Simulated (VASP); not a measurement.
# Mo (Fm-3m) in VASP: notebook, part 3 of 3

VASP 6.6.1.

### Step 6. Single point, revPBE

File INCAR:

```
ALGO = Normal
EDIFF = 1E-6
ENCUT = 520
GGA = RE
ISIF = 2
ISMEAR = -1
LASPH = T
LCHARG = F
LREAL = F
LWAVE = F
NBANDS = 13
NELM = 60
PREC = Accurate
SIGMA = 0.1
```

File KPOINTS:

```
k-points
0
Gamma
  15 15 15
```

File POSCAR:

```
Mo
1.0
    0.0000000000      2.0083329440      2.0083329440
    2.0083329440      0.0000000000      2.0083329440
    2.0083329440      2.0083329440      0.0000000000
Mo
1
Direct
    0.0000000000      0.0000000000      0.0000000000
```

Potentials or basis: VASP PAW PBE potentials, release 64 (Mo_sv).

Run with:

```bash
> cat potpaw_PBE.64/Mo_sv/POTCAR > POTCAR
> mpirun -np 1 vasp_std > vasp.out
```

OUTCAR:

```text
EDIFF = 1E-6
   ENCUT = 520
   GGA = RE
   ISIF = 2
   ISMEAR = -1
   LASPH = T
   LREAL = F
   NELM = 60
   PREC = Accurate

 ion  position               nearest neighbor table
   1  0.000  0.000  0.000-

  LATTYP: Found a face centered cubic cell.
 ALAT       =     4.0166658880

  Lattice vectors:

 A1 = (   0.0000000000,   2.0083329440,   2.0083329440)
 A2 = (   2.0083329440,   0.0000000000,   2.0083329440)
 A3 = (   2.0083329440,   2.0083329440,   0.0000000000)

Analysis of symmetry for initial positions (statically):
=====================================================================
 Subroutine PRICEL returns:
 Original cell was already a primitive cell.

 Routine SETGRP: Setting up the symmetry group for a
 face centered cubic supercell.

 Subroutine GETGRP returns: Found 48 space group operations
 (whereof 48 operations were pure point group operations)
 out of a pool of 48 trial point group operations.

The static configuration has the point symmetry O_h .

Analysis of symmetry for dynamics (positions and initial velocities):
=====================================================================
 Subroutine PRICEL returns:
 Original cell was already a primitive cell.

 Routine SETGRP: Setting up the symmetry group for a
 face centered cubic supercell.

 Subroutine GETGRP returns: Found 48 space group operations
 (whereof 48 operations were pure point group operations)
 out of a pool of 48 trial point group operations.

The dynamic configuration has the point symmetry O_h .

 Subroutine INISYM returns: Found 48 space group operations
 (whereof 48 operations are pure point group operations),
 and found     1 'primitive' translations

----------------------------------------------------------------------------------------

                                     Primitive cell

  volume of cell :      16.2008

  direct lattice vectors                    reciprocal lattice vectors
     0.000000000  2.008332944  2.008332944    -0.248962704  0.248962704  0.248962704
     2.008332944  0.000000000  2.008332944     0.248962704 -0.248962704  0.248962704
     2.008332944  2.008332944  0.000000000     0.248962704  0.248962704 -0.248962704

  length of vectors
     2.840211687  2.840211687  2.840211687     0.431216052  0.431216052  0.431216052

  position of ions in fractional coordinates (direct lattice)
     0.000000000  0.000000000  0.000000000

  ion indices of the primitive-cell ions
   primitive index   ion index
                 1           1

----------------------------------------------------------------------------------------

 KPOINTS: k-points

Automatic generation of k-mesh.
 Grid dimensions read from file:
 generate k-points for:   15   15   15

 Generating k-lattice:

  Cartesian coordinates                     Fractional coordinates (reciprocal lattice)
    -0.016597514  0.016597514  0.016597514     0.066666667  0.000000000  0.000000000
     0.016597514 -0.016597514  0.016597514     0.000000000  0.066666667  0.000000000
     0.016597514  0.016597514 -0.016597514     0.000000000  0.000000000  0.066666667

  Length of vectors
     0.028747737  0.028747737  0.028747737

  Shift w.r.t. Gamma in fractional coordinates (k-lattice)
     0.000000000  0.000000000  0.000000000

 Subroutine IBZKPT returns following result:
 ===========================================

 Found    120 irreducible k-points:

 Following reciprocal coordinates:
            Coordinates               Weight
  0.000000  0.000000  0.000000      1.000000
  0.066667  0.000000  0.000000      8.000000
  0.133333  0.000000  0.000000      8.000000
  0.200000  0.000000  0.000000      8.000000
  0.266667  0.000000  0.000000      8.000000
  0.333333  0.000000  0.000000      8.000000
[... 16 lines left out ...]
  0.133333  0.133333  0.000000      6.000000
  0.200000  0.133333  0.000000     24.000000
 [... further k-points ...]
   k-points           NKPTS =    120   k-points in BZ     NKDIM =    120   number of bands    NBANDS=     13
   number of dos      NEDOS =    301   number of ions     NIONS =      1
   total plane-waves  NPLWV =  13824
   dimension x,y,z NGX =    24 NGY =   24 NGZ =   24
   dimension x,y,z NGXF=    48 NGYF=   48 NGZF=   48
   ions per type =               1
   NGX,Y,Z   is equivalent  to a cutoff of  14.05, 14.05, 14.05 a.u.
   NGXF,Y,Z  is equivalent  to a cutoff of  28.10, 28.10, 28.10 a.u.
 SYSTEM =  unknown system
   PREC   = accura    normal or accurate (medium, high low for compatibility)
   ISTART =      0    job   : 0-new  1-cont  2-samecut
   ICHARG =      2    charge: 1-file 2-atom 10-const
   ISPIN  =      1    spin polarized calculation?
   LNONCOLLINEAR =      F non collinear calculations
   LSORBIT =      F    spin-orbit coupling
   LASPH  =      T    aspherical Exc in radial PAW
   ENCUT  =  520.0 eV  38.22 Ry    6.18 a.u.   5.28  5.28  5.28*2*pi/ulx,y,z
   NELM   =     60;   NELMIN=  2; NELMDL= -5     # of ELM steps
   EDIFF  = 0.1E-05   stopping-criterion for ELM
   LREAL  =      F    real-space projection
   EDIFFG = 0.1E-04   stopping-criterion for IOM
   NSW    =      0    number of steps for IOM
   IBRION =     -1    ionic relax: 0-MD 1-quasi-New 2-CG
   NFREE  =      0    steps in history (QN), initial steepest desc. (CG)
   ISIF   =      2    stress and relaxation
   ISYM   =      2    0-nonsym 1-usesym 2-fastsym
   POTIM  = 0.5000    time-step for ionic-motion
   TEBEG  =    0.0;   TEEND  =   0.0 temperature during run
   PSTRESS=    0.0 pullay stress
   NELECT =      14.0000    total number of electrons
   NUPDOWN=      -1.0000    fix difference up-down
   EMIN   =  10.00;   EMAX   =-10.00  energy-range for DOS
   EFERMI =   0.00;   METHOD = LEGACY
   ISMEAR =    -1;   SIGMA  =   0.10  broadening in eV -4-tet -1-fermi 0-gaus
   EFERMI_NEDOS =   21; number of points for ismear=-14 and -15
   IALGO  =     38    algorithm
   IMIX   =      4    mixing-type and parameters
     AMIX     =   0.40;   BMIX     =  1.00
     AMIX_MAG =   1.60;   BMIX_MAG =  1.00
  volume/ion in A,a.u.               =      16.20       109.33
  Fermi-wavevector in a.u.,A,eV,Ry     =   1.559332  2.946709 33.082768  2.431515
  Thomas-Fermi vector in A             =   2.662705
   LORBIT       =      0    0 simple, 1 ext, 2 COOP (PROOUT), +10 PAW based schemes
   GGA     = RE    functional components
   LHFCALC =     F    Hartree Fock is set to
   AEXX    =    0.0000 exact exchange contribution
   IVDW    =     0    specifies the selected vdW correction
   LEPSILON=     F    determine dielectric tensor
   LRPA    =     F    only Hartree local field effects (RPA)
 non-spin polarized calculation
  energy-cutoff  :      520.00
  volume of cell :       16.20
 maximum number of plane-waves:       449
 NGX is ok and might be reduce to    24
   NGX = 11   NGY = 11   NGZ = 11

 number of electron      14.0000001 magnetization

 Free energy of the ion-electron system (eV)
  ---------------------------------------------------
  ext. energy  EPLUGINS =         0.00000000
  ---------------------------------------------------
  free energy    TOTEN  =       -10.08347539 eV

  energy without entropy =      -10.03988649  energy(sigma->0) =      -10.06168094

 E-fermi :  11.6711     XC(G=0): -13.1234

 val. band max:       11.6527446461   @ k =   0.4000   0.1333   0.0000
 cond. band min:      11.6828439017   @ k =   0.2000   0.1333   0.0000
 fundamental gap:      0.0300992556
 Fermi energy:        11.6710709898

 k-point     1 :       0.0000    0.0000    0.0000
  band No.  band energies     occupation
      1     -49.0631      2.00000
      2     -22.4302      2.00000
      3     -22.4302      2.00000
      4     -22.4302      2.00000
      5       4.9819      2.00000
      6      10.9716      1.99817
      7      10.9716      1.99817
      8      10.9716      1.99817
      9      13.6067      0.00000
     10      13.6067      0.00000
     11      24.7513      0.00000
     12      29.9702      0.00000
     13      29.9702      0.00000
[... 353 lines left out ...]
 k-point    24 :       0.2000    0.1333    0.0000
  band No.  band energies     occupation
      1     -48.9881      2.00000
      2     -22.7927      2.00000
      3     -22.5443      2.00000
      4     -22.5339      2.00000
      5       6.4228      2.00000
      6       9.8484      2.00000
      7      11.6828      0.94120
      8      11.8046      0.41656
      9      12.5376      0.00034
     10      14.0386      0.00000
     11      27.4262      0.00000
     12      27.9628      0.00000
     13      30.8682      0.00000

 [... further k-points ...]

------------------------ aborting loop because EDIFF is reached ----------------------------------------

  FORCE on cell =-STRESS in cart. coord.  units (eV):
  Direction    XX          YY          ZZ          XY          YZ          ZX
  --------------------------------------------------------------------------------------
  -------------------------------------------------------------------------------------
  Total        0.0722890      0.0722890      0.0722890      0.0000000     -0.0000000      0.0000000
  in kB        7.1490015      7.1490015      7.1490015      0.0000000     -0.0000000      0.0000000
  external PRESSURE =       7.1490015 kB  Pullay stress =       0.0000000 kB

 VOLUME and BASIS-vectors are now :
 -----------------------------------------------------------------------------
  energy-cutoff  :      520.00
  volume of cell :       16.20
      direct lattice vectors                 reciprocal lattice vectors
     0.000000000  2.008332944  2.008332944    -0.248962704  0.248962704  0.248962704
     2.008332944  0.000000000  2.008332944     0.248962704 -0.248962704  0.248962704
     2.008332944  2.008332944  0.000000000     0.248962704  0.248962704 -0.248962704

 POSITION                                       TOTAL-FORCE (eV/Angst)
 -----------------------------------------------------------------------------------
      0.00000      0.00000      0.00000         0.000000      0.000000     -0.000000
 -----------------------------------------------------------------------------------
    total drift:                               -0.000000      0.000000      0.000000

  FREE ENERGIE OF THE ION-ELECTRON SYSTEM (eV)
  ---------------------------------------------------
  free  energy   TOTEN  =       -10.0834753897 eV

  energy  without entropy=      -10.0398864857  energy(sigma->0) =      -10.06168094
```

OSZICAR:

```text
N       E                     dE             d eps       ncg     rms          rms(c)
DAV:   1     0.914247908744E+02    0.91425E+02   -0.80831E+03  3144   0.110E+03
DAV:   2    -0.950226126397E+01   -0.10093E+03   -0.97658E+02  3620   0.308E+02
DAV:   3    -0.106689341364E+02   -0.11667E+01   -0.11629E+01  3465   0.327E+01
DAV:   4    -0.106716134876E+02   -0.26794E-02   -0.26793E-02  3520   0.192E+00
DAV:   5    -0.106716316161E+02   -0.18129E-04   -0.18128E-04  3520   0.140E-01    0.127E+01
DAV:   6    -0.101530191859E+02    0.51861E+00   -0.69047E-01  3175   0.100E+01    0.343E+00
DAV:   7    -0.100863554551E+02    0.66664E-01   -0.13133E-01  3500   0.415E+00    0.815E-01
DAV:   8    -0.100833912317E+02    0.29642E-02   -0.38214E-03  3170   0.787E-01    0.148E-01
DAV:   9    -0.100834613783E+02   -0.70147E-04   -0.10110E-04  3658   0.126E-01    0.675E-02
DAV:  10    -0.100834749865E+02   -0.13608E-04   -0.15326E-05  3215   0.457E-02    0.794E-03
DAV:  11    -0.100834753897E+02   -0.40321E-06   -0.12249E-07  1920   0.360E-03
   1 F= -.10083475E+02 E0= -.10061681E+02  d E =-.435889E-01
```

It took 31 s on 1 thread of AMD EPYC 7R43 (Zen 3), shared host; peak memory 0.12 GiB.

What came out:

- Free energy: -10.0835 eV
- Pressure: 0.7 GPa
- Band gap on the k mesh: zero (band 7 reaches 15.45 eV, above the bottom of band 8 at 10.97 eV)

Caveat: the PAW data sets were made with another functional, which shifts forces and pressure a little.

### Step 7. The runs side by side

```tsv
cell	k mesh	gap on the mesh (eV)	pressure (GPa)
a = 2.840 Å, angles 60.0°, 1 atom	14 × 14 × 14	none	0.4
a = 2.722 Å, angles 60.0°, 1 atom	15 × 15 × 15	none	39.3
a = 2.762 Å, angles 60.0°, 1 atom	15 × 15 × 15	none	23.8
a = 2.802 Å, angles 60.0°, 1 atom	15 × 15 × 15	none	11.1
a = 2.840 Å, angles 60.0°, 1 atom	15 × 15 × 15	none	0.7
```

Alike in all rows: task single point; level revPBE; potentials or basis VASP PAW PBE potentials, release 64 (Mo_sv); no spin polarisation; cutoff (eV) 520; smearing fermi-dirac 0.1 eV.

Caveats: the PAW data sets were made with another functional, which shifts forces and pressure a little.

Total energies depend on the potentials used, so only differences within one code and one set of settings carry meaning.
